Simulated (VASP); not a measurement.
# NaCaBr3 (Pm-3m) in VASP: a series of runs

The runs below take NaCaBr3 through single point, with PBE.

All numbers are computed with VASP 6.6.1; they aren't measurements. Logs are shortened: lines on timing, memory, paths and dates and some standing lists are left out, and cuts for length are marked.

### Step 1. The cell of the first run

The structure is cubic, space group Pm-3m (No. 221). Conventional cell: a = 5.563 Å, b = 5.563 Å, c = 5.563 Å, α = 90.00°, β = 90.00°, γ = 90.00°. Within 5.2 Å of Na (site symmetry m-3m) lie 12 Br at 3.93 Å and 8 Ca at 4.82 Å. Ca (site symmetry m-3m) has 6 Br at 2.78 Å within 3.7 Å. Br (site symmetry 4/mmm) has 2 Ca at 2.78 Å within 3.7 Å.

### Step 2. Single point, PBE (34.44 Å³/atom)

File INCAR:

```
PREC = Accurate
ENCUT = 520
EDIFF = 1E-6
ISMEAR = 0
SIGMA = 0.01
LREAL = F
LASPH = T
NELM = 100
ALGO = Normal
ISIF = 2
LWAVE = F
LCHARG = F
GGA = PE
NBANDS = 27
```

File KPOINTS:

```
regular mesh
0
Gamma
  4 4 4
```

File POSCAR:

```
NaCaBr3
1.0
    5.5633369848      0.0000000000      0.0000000000
    0.0000000000      5.5633369848      0.0000000000
    0.0000000000      0.0000000000      5.5633369848
Na Ca Br
1 1 3
Direct
    0.0000000000      0.0000000000      0.0000000000
    0.5000000000      0.5000000000      0.5000000000
    0.5000000000      0.5000000000      0.0000000000
    0.5000000000      0.0000000000      0.5000000000
    0.0000000000      0.5000000000      0.5000000000
```

Potentials or basis: VASP PAW PBE potentials, release 64 (Na_pv, Ca_sv, Br).

Command:

```bash
$ cat potpaw_PBE.64/Na_pv/POTCAR potpaw_PBE.64/Ca_sv/POTCAR potpaw_PBE.64/Br/POTCAR > POTCAR
$ mpirun -np 1 vasp_std > vasp.out
```

OUTCAR:

```text
PREC = Accurate
   ENCUT = 520
   EDIFF = 1E-6
   ISMEAR = 0
   LREAL = F
   LASPH = T
   NELM = 100
   ISIF = 2
   GGA = PE

 ion  position               nearest neighbor table
   1  0.000  0.000  0.000-
   2  0.500  0.500  0.500-   3 2.78   4 2.78   5 2.78   3 2.78   4 2.78   5 2.78
   3  0.500  0.500  0.000-   2 2.78   2 2.78
   4  0.500  0.000  0.500-   2 2.78   2 2.78
   5  0.000  0.500  0.500-   2 2.78   2 2.78

  LATTYP: Found a simple cubic cell.
 ALAT       =     5.5633369848

  Lattice vectors:

 A1 = (   5.5633369848,   0.0000000000,   0.0000000000)
 A2 = (   0.0000000000,   5.5633369848,   0.0000000000)
 A3 = (   0.0000000000,   0.0000000000,   5.5633369848)

Analysis of symmetry for initial positions (statically):
=====================================================================
 Subroutine PRICEL returns:
 Original cell was already a primitive cell.

 Routine SETGRP: Setting up the symmetry group for a
 simple cubic supercell.

 Subroutine GETGRP returns: Found 48 space group operations
 (whereof 48 operations were pure point group operations)
 out of a pool of 48 trial point group operations.

The static configuration has the point symmetry O_h .

Analysis of symmetry for dynamics (positions and initial velocities):
=====================================================================
 Subroutine PRICEL returns:
 Original cell was already a primitive cell.

 Routine SETGRP: Setting up the symmetry group for a
 simple cubic supercell.

 Subroutine GETGRP returns: Found 48 space group operations
 (whereof 48 operations were pure point group operations)
 out of a pool of 48 trial point group operations.

The dynamic configuration has the point symmetry O_h .

 Subroutine INISYM returns: Found 48 space group operations
 (whereof 48 operations are pure point group operations),
 and found     1 'primitive' translations

----------------------------------------------------------------------------------------

                                     Primitive cell

  volume of cell :     172.1893

  direct lattice vectors                    reciprocal lattice vectors
     5.563336985  0.000000000  0.000000000     0.179748234  0.000000000  0.000000000
     0.000000000  5.563336985  0.000000000     0.000000000  0.179748234  0.000000000
     0.000000000  0.000000000  5.563336985     0.000000000  0.000000000  0.179748234

  length of vectors
     5.563336985  5.563336985  5.563336985     0.179748234  0.179748234  0.179748234

  position of ions in fractional coordinates (direct lattice)
     0.000000000  0.000000000  0.000000000
     0.500000000  0.500000000  0.500000000
     0.500000000  0.500000000  0.000000000
     0.500000000  0.000000000  0.500000000
     0.000000000  0.500000000  0.500000000

  ion indices of the primitive-cell ions
   primitive index   ion index
                 1           1
                 2           2
                 3           3
                 4           4
                 5           5

----------------------------------------------------------------------------------------

 KPOINTS: regular mesh

Automatic generation of k-mesh.
 Grid dimensions read from file:
 generate k-points for:    4    4    4

 Generating k-lattice:

  Cartesian coordinates                     Fractional coordinates (reciprocal lattice)
     0.044937059  0.000000000  0.000000000     0.250000000  0.000000000  0.000000000
     0.000000000  0.044937059  0.000000000     0.000000000  0.250000000  0.000000000
     0.000000000  0.000000000  0.044937059     0.000000000  0.000000000  0.250000000

  Length of vectors
     0.044937059  0.044937059  0.044937059

  Shift w.r.t. Gamma in fractional coordinates (k-lattice)
     0.000000000  0.000000000  0.000000000

 Subroutine IBZKPT returns following result:
 ===========================================

 Found     10 irreducible k-points:

 Following reciprocal coordinates:
            Coordinates               Weight
  0.000000  0.000000  0.000000      1.000000
  0.250000  0.000000  0.000000      6.000000
  0.500000  0.000000  0.000000      3.000000
  0.250000  0.250000  0.000000     12.000000
  0.500000  0.250000  0.000000     12.000000
  0.500000  0.500000  0.000000      3.000000
  0.250000  0.250000  0.250000      8.000000
  0.500000  0.250000  0.250000     12.000000
  0.500000  0.500000  0.250000      6.000000
  0.500000  0.500000  0.500000      1.000000
   k-points           NKPTS =     10   k-points in BZ     NKDIM =     10   number of bands    NBANDS=     27
   number of dos      NEDOS =    301   number of ions     NIONS =      5
   total plane-waves  NPLWV =  74088
   dimension x,y,z NGX =    42 NGY =   42 NGZ =   42
   dimension x,y,z NGXF=    84 NGYF=   84 NGZF=   84
   ions per type =               1   1   3
   NGX,Y,Z   is equivalent  to a cutoff of  12.55, 12.55, 12.55 a.u.
   NGXF,Y,Z  is equivalent  to a cutoff of  25.10, 25.10, 25.10 a.u.
 SYSTEM =  unknown system
   PREC   = accura    normal or accurate (medium, high low for compatibility)
   ISTART =      0    job   : 0-new  1-cont  2-samecut
   ICHARG =      2    charge: 1-file 2-atom 10-const
   ISPIN  =      1    spin polarized calculation?
   LNONCOLLINEAR =      F non collinear calculations
   LSORBIT =      F    spin-orbit coupling
   LASPH  =      T    aspherical Exc in radial PAW
   ENCUT  =  520.0 eV  38.22 Ry    6.18 a.u.  10.34 10.34 10.34*2*pi/ulx,y,z
   NELM   =    100;   NELMIN=  2; NELMDL= -5     # of ELM steps
   EDIFF  = 0.1E-05   stopping-criterion for ELM
   LREAL  =      F    real-space projection
   EDIFFG = 0.1E-04   stopping-criterion for IOM
   NSW    =      0    number of steps for IOM
   IBRION =     -1    ionic relax: 0-MD 1-quasi-New 2-CG
   NFREE  =      0    steps in history (QN), initial steepest desc. (CG)
   ISIF   =      2    stress and relaxation
   ISYM   =      2    0-nonsym 1-usesym 2-fastsym
   POTIM  = 0.5000    time-step for ionic-motion
   TEBEG  =    0.0;   TEEND  =   0.0 temperature during run
   PSTRESS=    0.0 pullay stress
   NELECT =      38.0000    total number of electrons
   NUPDOWN=      -1.0000    fix difference up-down
   EMIN   =  10.00;   EMAX   =-10.00  energy-range for DOS
   EFERMI =   0.00;   METHOD = LEGACY
   ISMEAR =     0;   SIGMA  =   0.01  broadening in eV -4-tet -1-fermi 0-gaus
   EFERMI_NEDOS =   21; number of points for ismear=-14 and -15
   IALGO  =     38    algorithm
   IMIX   =      4    mixing-type and parameters
     AMIX     =   0.40;   BMIX     =  1.00
     AMIX_MAG =   1.60;   BMIX_MAG =  1.00
  volume/ion in A,a.u.               =      34.44       232.40
  Fermi-wavevector in a.u.,A,eV,Ry     =   0.989314  1.869532 13.316586  0.978741
  Thomas-Fermi vector in A             =   2.120903
   LORBIT       =      0    0 simple, 1 ext, 2 COOP (PROOUT), +10 PAW based schemes
   GGA     = PE    functional components
   LHFCALC =     F    Hartree Fock is set to
   AEXX    =    0.0000 exact exchange contribution
   IVDW    =     0    specifies the selected vdW correction
   LEPSILON=     F    determine dielectric tensor
   LRPA    =     F    only Hartree local field effects (RPA)
 non-spin polarized calculation
 Gauss-broadening in eV      SIGMA  =   0.01
  energy-cutoff  :      520.00
  volume of cell :      172.19
 maximum number of plane-waves:      4697
 NGX is ok and might be reduce to    42
   NGX = 21   NGY = 21   NGZ = 21

 number of electron      37.9999984 magnetization

 Free energy of the ion-electron system (eV)
  ---------------------------------------------------
  ext. energy  EPLUGINS =         0.00000000
  ---------------------------------------------------
  free energy    TOTEN  =       -16.60713617 eV

  energy without entropy =      -16.60713617  energy(sigma->0) =      -16.60713617

 E-fermi :  -0.6281     XC(G=0):  -7.3391

 val. band max:       -0.7323373701   @ k =   0.5000   0.5000   0.5000
 cond. band min:       2.3567929313   @ k =   0.0000   0.0000   0.0000
 fundamental gap:      3.0891303014
 Fermi energy:        -0.6280739566

 k-point     1 :       0.0000    0.0000    0.0000
  band No.  band energies     occupation
      1     -39.4518      2.00000
      2     -24.4712      2.00000
      3     -24.4712      2.00000
      4     -24.4712      2.00000
      5     -20.5266      2.00000
      6     -20.5266      2.00000
[... 19 lines left out ...]
     26       5.8110      0.00000
     27       6.3413      0.00000

 k-point     2 :       0.2500    0.0000    0.0000
  band No.  band energies     occupation
      1     -39.4518      2.00000
      2     -24.4712      2.00000
      3     -24.4712      2.00000
      4     -24.4712      2.00000
      5     -20.5411      2.00000
      6     -20.5264      2.00000
[... 19 lines left out ...]
     26       5.9158      0.00000
     27       6.9578      0.00000

 k-point     3 :       0.5000    0.0000    0.0000
  band No.  band energies     occupation
      1     -39.4517      2.00000
      2     -24.4713      2.00000
      3     -24.4712      2.00000
      4     -24.4712      2.00000
      5     -20.5555      2.00000
      6     -20.5262      2.00000
[... 19 lines left out ...]
     26       5.7718      0.00000
     27       7.2240      0.00000

 k-point     4 :       0.2500    0.2500    0.0000
  band No.  band energies     occupation
      1     -39.4517      2.00000
      2     -24.4712      2.00000
      3     -24.4712      2.00000
      4     -24.4712      2.00000
      5     -20.5410      2.00000
      6     -20.5409      2.00000
[... 19 lines left out ...]
     26       6.1630      0.00000
     27       6.4626      0.00000
[... 96 lines left out ...]
      4     -24.4712      2.00000
      5     -20.5551      2.00000
      6     -20.5405      2.00000
[... 19 lines left out ...]
     26       6.3602      0.00000
     27       6.8236      0.00000

 k-point     9 :       0.5000    0.5000    0.2500
  band No.  band energies     occupation
      1     -39.4516      2.00000
      2     -24.4712      2.00000
      3     -24.4712      2.00000
      4     -24.4712      2.00000
      5     -20.5548      2.00000
      6     -20.5548      2.00000
[... 19 lines left out ...]
     26       6.4079      0.00000
     27       6.9103      0.00000

 k-point    10 :       0.5000    0.5000    0.5000
  band No.  band energies     occupation
      1     -39.4515      2.00000
      2     -24.4712      2.00000
      3     -24.4712      2.00000
      4     -24.4712      2.00000
      5     -20.5546      2.00000
      6     -20.5546      2.00000
[... 19 lines left out ...]
     26       6.3281      0.00000
     27       7.4793      0.00000

------------------------ aborting loop because EDIFF is reached ----------------------------------------

  FORCE on cell =-STRESS in cart. coord.  units (eV):
  Direction    XX          YY          ZZ          XY          YZ          ZX
  --------------------------------------------------------------------------------------
  -------------------------------------------------------------------------------------
  Total        1.5832356      1.5832356      1.5832356      0.0000000     -0.0000000      0.0000000
  in kB       14.7316036     14.7316036     14.7316036      0.0000000     -0.0000000      0.0000000
  external PRESSURE =      14.7316036 kB  Pullay stress =       0.0000000 kB

 VOLUME and BASIS-vectors are now :
 -----------------------------------------------------------------------------
  energy-cutoff  :      520.00
  volume of cell :      172.19
      direct lattice vectors                 reciprocal lattice vectors
     5.563336985  0.000000000  0.000000000     0.179748234  0.000000000  0.000000000
     0.000000000  5.563336985  0.000000000     0.000000000  0.179748234  0.000000000
     0.000000000  0.000000000  5.563336985     0.000000000  0.000000000  0.179748234

 POSITION                                       TOTAL-FORCE (eV/Angst)
 -----------------------------------------------------------------------------------
      0.00000      0.00000      0.00000         0.000000      0.000000      0.000000
      2.78167      2.78167      2.78167         0.000000      0.000000      0.000000
      2.78167      2.78167      0.00000         0.000000      0.000000      0.000000
      2.78167      0.00000      2.78167         0.000000      0.000000      0.000000
      0.00000      2.78167      2.78167         0.000000      0.000000      0.000000
 -----------------------------------------------------------------------------------
    total drift:                                0.000000     -0.000000     -0.000000

  FREE ENERGIE OF THE ION-ELECTRON SYSTEM (eV)
  ---------------------------------------------------
  free  energy   TOTEN  =       -16.6071361749 eV

  energy  without entropy=      -16.6071361749  energy(sigma->0) =      -16.60713617
```

Run time: 26 s. Hardware: 1 thread of AMD EPYC 9R45 (Zen 5), shared host; peak memory 0.24 GiB.

Results:

```yaml
Free_energy: -16.6071 eV
Pressure: 1.5 GPa
Band_gap_on_the_k_mesh: 3.09 eV (least direct gap 3.42 eV)
```

### Step 3. Single point, PBE (35.54 Å³/atom)

This run uses another cell than the first one, of 35.54 Å³/atom.

File INCAR:

```
  PREC = Accurate
  ENCUT = 520
  EDIFF = 1E-6
  ISMEAR = 0
  SIGMA = 0.01
  LREAL = False
  LASPH = True
  NELM = 100
  ALGO = Normal
  ISIF = 2
  LWAVE = False
  LCHARG = False
  GGA = PE
  NBANDS = 27
```

File KPOINTS:

```
Automatic mesh
0
Gamma
  4 4 4
```

Changes to POSCAR since step 2:

```diff
@@ -2,5 +2,5 @@
 1.0
-    5.5633369848      0.0000000000      0.0000000000
-    0.0000000000      5.5633369848      0.0000000000
-    0.0000000000      0.0000000000      5.5633369848
+    5.6219027306      0.0000000000      0.0000000000
+    0.0000000000      5.6219027306      0.0000000000
+    0.0000000000      0.0000000000      5.6219027306
 Na Ca Br
```

Potentials or basis: VASP PAW PBE potentials, release 64 (Na_pv, Ca_sv, Br).

Command:

```bash
$ cat potpaw_PBE.64/Na_pv/POTCAR potpaw_PBE.64/Ca_sv/POTCAR potpaw_PBE.64/Br/POTCAR > POTCAR
$ mpirun -np 1 vasp_std > vasp.out
```

OUTCAR:

```text
PREC = Accurate
   ENCUT = 520
   EDIFF = 1E-6
   ISMEAR = 0
   LREAL = False
   LASPH = True
   NELM = 100
   ISIF = 2
   GGA = PE

 ion  position               nearest neighbor table
   1  0.000  0.000  0.000-
   2  0.500  0.500  0.500-   3 2.81   4 2.81   5 2.81   3 2.81   4 2.81   5 2.81
   3  0.500  0.500  0.000-   2 2.81   2 2.81
   4  0.500  0.000  0.500-   2 2.81   2 2.81
   5  0.000  0.500  0.500-   2 2.81   2 2.81

  LATTYP: Found a simple cubic cell.
[... 484 lines left out ...]
  Direction    XX          YY          ZZ          XY          YZ          ZX
  --------------------------------------------------------------------------------------
  -------------------------------------------------------------------------------------
  Total        0.7806978      0.7806978      0.7806978      0.0000000     -0.0000000      0.0000000
  in kB        7.0395282      7.0395282      7.0395282      0.0000000     -0.0000000      0.0000000
  external PRESSURE =       7.0395282 kB  Pullay stress =       0.0000000 kB

 VOLUME and BASIS-vectors are now :
 -----------------------------------------------------------------------------
  energy-cutoff  :      520.00
  volume of cell :      177.68
      direct lattice vectors                 reciprocal lattice vectors
     5.621902731  0.000000000  0.000000000     0.177875721  0.000000000  0.000000000
     0.000000000  5.621902731  0.000000000     0.000000000  0.177875721  0.000000000
     0.000000000  0.000000000  5.621902731     0.000000000  0.000000000  0.177875721

 POSITION                                       TOTAL-FORCE (eV/Angst)
 -----------------------------------------------------------------------------------
      0.00000      0.00000      0.00000         0.000000      0.000000      0.000000
      2.81095      2.81095      2.81095         0.000000      0.000000      0.000000
      2.81095      2.81095      0.00000         0.000000      0.000000      0.000000
      2.81095      0.00000      2.81095         0.000000      0.000000      0.000000
      0.00000      2.81095      2.81095         0.000000      0.000000      0.000000
 -----------------------------------------------------------------------------------
    total drift:                                0.000000     -0.000000     -0.000000

  FREE ENERGIE OF THE ION-ELECTRON SYSTEM (eV)
  ---------------------------------------------------
  free  energy   TOTEN  =       -16.6445408975 eV

  energy  without entropy=      -16.6445408975  energy(sigma->0) =      -16.64454090
```

Wall time 25 s (1 thread of AMD EPYC 9R45 (Zen 5), shared host); peak memory 0.24 GiB.

Results:

- Free energy: -16.6445 eV
- Pressure: 0.7 GPa
- Band gap on the k mesh: 3.08 eV (least direct gap 3.41 eV)

### Step 4. Single point, PBE

This run uses another cell than the first one, of 35.91 Å³/atom.

File INCAR:

```
PREC = Accurate
ENCUT = 520
EDIFF = 1E-7
ISMEAR = 0
SIGMA = 0.01
LREAL = F
LASPH = T
NELM = 80
ALGO = Normal
ISIF = 2
LWAVE = F
LCHARG = T
GGA = PE
LELF = T
LVHAR = T
NBANDS = 27
```

KPOINTS is that of step 3.

Changes to POSCAR since step 3:

```diff
@@ -2,5 +2,5 @@
 1.0
-    5.6219027306      0.0000000000      0.0000000000
-    0.0000000000      5.6219027306      0.0000000000
-    0.0000000000      0.0000000000      5.6219027306
+    5.6413113660      0.0000000000      0.0000000000
+    0.0000000000      5.6413113660      0.0000000000
+    0.0000000000      0.0000000000      5.6413113660
 Na Ca Br
```

Command:

```bash
$ cat potpaw_PBE.64/Na_pv/POTCAR potpaw_PBE.64/Ca_sv/POTCAR potpaw_PBE.64/Br/POTCAR > POTCAR
$ mpirun -np 1 vasp_std > vasp.out
```

It took 24 s on 1 thread of AMD EPYC 9R45 (Zen 5), shared host; peak memory 0.24 GiB.

The run converged. Its results:

* Free energy: -16.6514 eV
* Pressure: 0.5 GPa
* Band gap on the k mesh: 3.07 eV (least direct gap 3.40 eV)

Levels at points of the mesh, in eV from the valence-band top:
| k point | band 15 | band 16 | band 17 | band 18 | band 19 | band 20 | band 21 | band 22 | band 23 | band 24 |
| --- | --- | --- | --- | --- | --- | --- | --- | --- | --- | --- |
| (0.00, 0.00, 0.00) | -0.59 | -0.59 | -0.33 | -0.33 | -0.33 | 3.07 | 4.86 | 4.86 | 4.86 | 6.10 |
| (0.50, 0.00, 0.00) | -0.98 | -0.98 | -0.73 | -0.41 | -0.41 | 4.62 | 4.95 | 5.27 | 5.89 | 5.89 |
| (0.50, 0.50, 0.00) | -0.99 | -0.99 | -0.96 | -0.96 | -0.01 | 4.82 | 5.98 | 5.98 | 6.12 | 6.57 |
| (0.50, 0.50, 0.50) | -1.45 | -1.45 | 0.00 | 0.00 | 0.00 | 3.89 | 6.63 | 6.63 | 6.63 | 6.97 |

A k mesh can miss the band edges.

### Step 5. Single point, PBE

This run uses another cell than the first one, of 36.64 Å³/atom.

File INCAR:

```
SYSTEM = NaCaBr3
  PREC = Accurate
  ENCUT = 520
  EDIFF = 1E-7
  ISMEAR = 0
  SIGMA = 0.01
  LREAL = .FALSE.
  LASPH = .TRUE.
  NELM = 100
  ALGO = Normal
  ISIF = 2
  LWAVE = .FALSE.
  LCHARG = .TRUE.
  GGA = PE
  LELF = .TRUE.
  LVHAR = .TRUE.
  NBANDS = 27
```

File KPOINTS:

```
Automatic mesh
0
G
  4 4 4
  0 0 0
```

Changes to POSCAR since step 4:

```diff
@@ -2,5 +2,5 @@
 1.0
-    5.6413113660      0.0000000000      0.0000000000
-    0.0000000000      5.6413113660      0.0000000000
-    0.0000000000      0.0000000000      5.6413113660
+    5.6792730474      0.0000000000      0.0000000000
+    0.0000000000      5.6792730474      0.0000000000
+    0.0000000000      0.0000000000      5.6792730474
 Na Ca Br
```

Command:

```bash
$ cat potpaw_PBE.64/Na_pv/POTCAR potpaw_PBE.64/Ca_sv/POTCAR potpaw_PBE.64/Br/POTCAR > POTCAR
$ mpirun -np 1 vasp_std > vasp.out
```

It took 26 s on 1 thread of AMD EPYC 9R45 (Zen 5), shared host; peak memory 0.24 GiB.

Results (log left out):

| Property | Result |
| --- | --- |
| Free energy | -16.6576 eV |
| Pressure | 0.1 GPa |
| Band gap on the k mesh | 3.06 eV (least direct gap 3.39 eV) |

Levels at points of the mesh, in eV from the valence-band top:
```
           k point  band 16  band 17  band 18  band 19  band 20  band 21  band 22  band 23
(0.00, 0.00, 0.00)    -0.57    -0.33    -0.33    -0.33     3.06     4.86     4.86     4.86
(0.50, 0.00, 0.00)    -0.95    -0.70    -0.41    -0.41     4.57     4.94     5.23     5.84
(0.50, 0.50, 0.00)    -0.95    -0.92    -0.92    -0.01     4.77     5.93     5.93     6.04
(0.50, 0.50, 0.50)    -1.42     0.00     0.00     0.00     3.89     6.56     6.56     6.56
```

A k mesh can miss the band edges.

(Part 1 of 2 ends here.)
